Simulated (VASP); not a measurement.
Write the native input for VASP 6.6.1 that does the following.

| Property | Result |
| --- | --- |
| Task | electric field gradients |
| Functional | r2SCAN |
| Potentials or basis | VASP PAW PBE potentials, release 64 (Cs_sv, Cl) |
| Cutoff | 440 eV |
| k mesh | 6 × 6 × 6 |
| Occupations | fermi-dirac, width 0.03 eV |
| Spin | no spin polarisation |
| Dipole correction | no |
| Further INCAR settings | ALGO = Normal; EDIFF = 1e-08; NBANDS = 15 |

CsCl:

```
CELL_PARAMETERS angstrom
4.12300 0.00000 0.00000
0.00000 4.12300 0.00000
0.00000 0.00000 4.12300
ATOMIC_POSITIONS crystal
Cs 0.00000 0.00000 0.00000
Cl 0.50000 0.50000 0.50000
```

These files were run (other wordings do the same):

POSCAR

```
CsCl
1.0
    4.1230000000      0.0000000000      0.0000000000
    0.0000000000      4.1230000000      0.0000000000
    0.0000000000      0.0000000000      4.1230000000
Cs Cl
1 1
Direct
    0.0000000000      0.0000000000      0.0000000000
    0.5000000000      0.5000000000      0.5000000000
```

INCAR.step1

```
ALGO = Normal
EDIFF = 1E-5
ENCUT = 440
GGA = PE
GGA_COMPAT = F
ISMEAR = -1
LASPH = T
LCHARG = F
LREAL = F
LWAVE = T
NBANDS = 15
NELM = 120
PREC = Accurate
SIGMA = 0.03
```

INCAR.step2

```
ALGO = Normal
EDIFF = 1E-8
ENCUT = 440
GGA_COMPAT = F
ISIF = 2
ISMEAR = -1
ISTART = 1
LASPH = T
LCHARG = F
LEFG = T
LMIXTAU = T
LREAL = F
LWAVE = F
METAGGA = R2SCAN
NBANDS = 15
NELM = 120
PREC = Accurate
SIGMA = 0.03
```

KPOINTS

```
k-points
0
Gamma
  6 6 6
```

Potentials or basis: VASP PAW PBE potentials, release 64 (Cs_sv, Cl).

Command:

```console
$ cat potpaw_PBE.64/Cs_sv/POTCAR potpaw_PBE.64/Cl/POTCAR > POTCAR
$ cp INCAR.step1 INCAR
$ mpirun -np 1 vasp_std > vasp.out
$ cp INCAR.step2 INCAR
$ mpirun -np 1 vasp_std > vasp.out
```

It gave:

The pressure is 0.2 GPa and the band gap on the k mesh is 5.90 eV, direct.

Caveat: without QUAD_EFG the Cq values of the log hold for a quadrupole moment of 1 mb, not for the nuclei; the PAW data sets were made with another functional, which shifts forces and pressure a little; spin-orbit coupling is left out, which moves the levels of the heavy elements.

Run time: 51 s on 1 thread of Intel(R) Xeon(R) Platinum 8259CL CPU @ 2.50GHz (Skylake/Cascade Lake), on a shared host, peak memory 0.17 GiB.
